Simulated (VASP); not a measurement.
The system is Al2O3.

```
CELL_PARAMETERS angstrom
2.88432 0.00000 0.00000
-1.44216 2.49790 0.00000
0.00000 0.00000 9.33675
ATOMIC_POSITIONS crystal
Al 0.00000 0.00000 0.85001
Al 0.00000 0.00000 0.14999
O 0.33333 0.66667 0.77768
O 0.66667 0.33333 0.00000
O 0.33333 0.66667 0.22232
```

- Program: VASP 6.6.1
- Task: relaxation of cell and atoms
- Functional: revPBE
- Dispersion: D3(BJ)
- Potentials or basis: VASP PAW PBE potentials, release 64 (Al, O)
- Cutoff: 600 eV
- k mesh: 11 × 11 × 3
- Occupations: fermi-dirac, width 0.05 eV
- Spin: no spin polarisation

At the start: pressure -1.8 GPa; volume 13.45 Å³/atom.

Question: Where does the relaxation end?

Answer: Over 39 steps the energy falls by 38.3 meV/atom and the volume is 10.16 Å³/atom (-24.5 %); space group P-6m2 (No. 187, to 0.05 Å).

Step by step:
| step | energy change (eV) | largest force (eV/Å) | pressure (GPa) | volume (Å³) |
| --- | --- | --- | --- | --- |
| 1 | 0.0000 | 0.1709 | -1.81 | 67.27 |
| 2 | -0.0054 | 0.1421 | 1.09 | 65.80 |
| 3 | -0.0071 | 0.1237 | 0.12 | 66.27 |
| 4 | -0.0077 | 0.1383 | -0.24 | 66.25 |
| 5 | -0.0077 | 0.1144 | -0.18 | 66.25 |
| 6 | -0.0085 | 0.1009 | -0.19 | 66.16 |
| 7 | -0.0105 | 0.0634 | -0.23 | 65.88 |
| 8 | -0.0124 | 0.0640 | -0.28 | 65.33 |
| 9 | -0.0128 | 0.0619 | -0.29 | 65.28 |
| 10 | -0.0141 | 0.0602 | -0.28 | 65.12 |
| 11 | -0.0168 | 0.0540 | -0.25 | 64.81 |
| 12 | -0.0223 | 0.0404 | -0.21 | 64.18 |
| 13 | -0.0344 | 0.0179 | -0.08 | 62.94 |
| 14 | -0.0614 | 0.0747 | 0.37 | 60.45 |
| 15 | -0.1182 | 0.3202 | 2.10 | 55.47 |
| 16 | 0.1331 | 0.6313 | 13.40 | 45.54 |
| 17 | -0.0480 | 0.7723 | 6.36 | 53.66 |
| 18 | -0.0153 | 0.9826 | 9.58 | 49.60 |
| 19 | 0.0503 | 1.0129 | 11.95 | 47.57 |
| 20 | 0.0147 | 1.0177 | 10.78 | 48.53 |
| 21 | 0.0258 | 1.0205 | 11.18 | 48.20 |
| 22 | 0.0255 | 1.0168 | 11.18 | 48.17 |
| 23 | 0.0249 | 1.0061 | 11.18 | 48.08 |
| 24 | 0.0242 | 0.9839 | 11.18 | 47.91 |
| 25 | 0.0251 | 0.9351 | 11.25 | 47.56 |
| 26 | 0.0244 | 0.9652 | 11.22 | 47.77 |
| 27 | 0.0233 | 0.9622 | 11.18 | 47.78 |
| 28 | 0.0200 | 0.9544 | 11.06 | 47.80 |
| 29 | 0.0136 | 0.9395 | 10.80 | 47.86 |
| 30 | 0.0012 | 0.9088 | 10.31 | 47.97 |
| 31 | -0.0224 | 0.8475 | 9.34 | 48.19 |
| 32 | -0.0641 | 0.7276 | 7.45 | 48.63 |
| 33 | -0.1269 | 0.4950 | 3.90 | 49.51 |
| 34 | -0.1753 | 0.0816 | -2.39 | 51.30 |
| 35 | -0.1808 | 0.0754 | -1.88 | 51.20 |
| 36 | -0.1891 | 0.1949 | -0.25 | 50.90 |
| 37 | -0.1893 | 0.2309 | -0.01 | 50.85 |
| 38 | -0.1907 | 0.1410 | -0.03 | 50.82 |
| 39 | -0.1915 | 0.0097 | -0.05 | 50.78 |

Final structure:
```
CELL_PARAMETERS angstrom
2.86360 0.00000 0.00000
-1.43180 2.47995 0.00000
0.00000 0.00000 7.15040
ATOMIC_POSITIONS crystal
Al 0.00000 0.00000 0.80542
Al 0.00000 0.00000 0.19458
O 0.33333 0.66667 0.70964
O 0.66667 0.33333 0.00000
O 0.33333 0.66667 0.29036
```

Caveat: the volume moved by over 15 % at a fixed basis, so the end points are rough; the PAW data sets were made with another functional, which shifts forces and pressure a little.
